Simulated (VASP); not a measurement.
Wanted: the native input for a VASP 6.6.1 run.

```
Task                   : single point
Functional             : PBEsol
Potentials or basis    : VASP PAW PBE potentials, release 64 (Pb_d)
Cutoff                 : 400 eV
k mesh                 : 3 × 3 × 3
Occupations            : gaussian, width 0.1 eV
Spin                   : no spin polarisation
Dipole correction      : no
Further INCAR settings : ALGO = Normal; EDIFF = 1e-06; NBANDS = 201
```

The structure of Pb (a cell with a defect) lies in POSCAR:

```
Pb
1.0
   -7.4013309120     -7.4013309120      0.0000000000
   -7.4013309120      0.0000000000     -7.4013309120
    0.0000000000     -7.4013309120     -7.4013309120
Pb
26
Direct
    0.3278749717      0.6666666667      0.6666666667
    0.0054583617      0.6666666667      0.6666666667
    0.6666666667      0.3278749717      0.6666666667
    0.3321833726      0.3321833726      0.6701165488
    0.0054583617      0.3278749717      0.6666666667
    0.6666666667      0.0054583617      0.6666666667
    0.3278749717      0.0054583617      0.6666666667
    0.0011499607      0.0011499607      0.6632167845
    0.6666666667      0.6666666667      0.3278749717
    0.3321833726      0.6701165488      0.3321833726
    0.0054583617      0.6666666667      0.3278749717
    0.6701165488      0.3321833726      0.3321833726
    0.3321833726      0.3321833726      0.3321833726
    0.0002101967      0.3331231366      0.3331231366
    0.6666666667      0.0054583617      0.3278749717
    0.3331231366      0.0002101967      0.3331231366
    0.0002101967      0.0002101967      0.3331231366
    0.6666666667      0.6666666667      0.0054583617
    0.3278749717      0.6666666667      0.0054583617
    0.0011499607      0.6632167845      0.0011499607
    0.6666666667      0.3278749717      0.0054583617
    0.3331231366      0.3331231366      0.0002101967
    0.0002101967      0.3331231366      0.0002101967
    0.6632167845      0.0011499607      0.0011499607
    0.3331231366      0.0002101967      0.0002101967
    0.0011499607      0.0011499607      0.0011499607
```

The input as run:

INCAR

```
SYSTEM = Pb
PREC = Accurate ; ENCUT = 400
EDIFF = 1E-6 ; ISMEAR = 0
SIGMA = 0.1 ; LREAL = .FALSE.
LASPH = .TRUE. ; NELM = 120
ALGO = Normal ; ISIF = 2
LWAVE = .FALSE. ; LCHARG = .FALSE.
GGA = PS ; NBANDS = 201
GGA_COMPAT = .FALSE.
```

KPOINTS

```
regular mesh
0
G
  3 3 3
  0 0 0
```

Potentials or basis: VASP PAW PBE potentials, release 64 (Pb_d).

Run with:

```sh
$ cat potpaw_PBE.64/Pb_d/POTCAR > POTCAR
$ mpirun -np 1 vasp_std > vasp.out
```

Results of the run:

```json
{
  "Pressure": "-0.5 GPa",
  "Largest force": "0.016 eV/Å",
  "Band gap on the k mesh": "zero (band 182 reaches 7.20 eV, above the bottom of band 183 at 5.39 eV)"
}
```

Caveat: the PAW data sets were made with another functional, which shifts forces and pressure a little; spin-orbit coupling is left out, which moves the levels of the heavy elements.

It took 13 min on 1 thread of Intel(R) Xeon(R) Platinum 8375C CPU @ 2.90GHz (Ice Lake) (shared host), peak memory 0.83 GiB.
